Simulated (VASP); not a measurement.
Input of a VASP 6.6.1 run:

INCAR

```
SYSTEM = GaN
  PREC = Accurate
  ENCUT = 520
  EDIFF = 1E-8
  ISMEAR = -1
  SIGMA = 0.02
  LREAL = .False.
  LASPH = .True.
  NELM = 60
  ALGO = Normal
  ISIF = 2
  LWAVE = .False.
  LCHARG = .False.
  GGA = PE
  LEFG = .True.
  NBANDS = 16
```

Contents of KPOINTS:

```
Automatic mesh
0
Gamma
  13 13 13
  0 0 0
```

File POSCAR:

```
GaN
1.0
    0.0597750000      2.0223875000      2.0223875000
    2.0223875000      0.0597750000      2.0223875000
    2.0223875000      2.0223875000      0.0597750000
Ga N
1 1
Direct
    0.5000000000      0.5000000000      0.5000000000
    0.0000000000      0.0000000000      0.0000000000
```

Potentials or basis: VASP PAW PBE potentials, release 64 (Ga_d, N).

The run is started by

```bash
$ cat potpaw_PBE.64/Ga_d/POTCAR potpaw_PBE.64/N/POTCAR > POTCAR
$ mpirun -np 1 vasp_std > vasp.out
```

**Question.** Estimate the band gap on the k mesh.

**Answer.** 1.71 eV (least direct gap 4.90 eV).

**Question.** Predict the pressure.

**Answer.** 70.6 GPa.

Electric field gradients, principal values (V/Å²):
```tsv
atom	least	middle	greatest (by size)
1 Ga	3.048	3.048	-6.096
2 N	-7.453	-7.453	14.907
```

Caveat: the cell differs from its parent crystal (equal xy, yz and zx shear strains of +3 %); the cell stands under pressure; without QUAD_EFG the Cq values of the log hold for a quadrupole moment of 1 mb, not for the nuclei; an odd mesh through Γ misses points on the zone boundary, where band edges can lie.
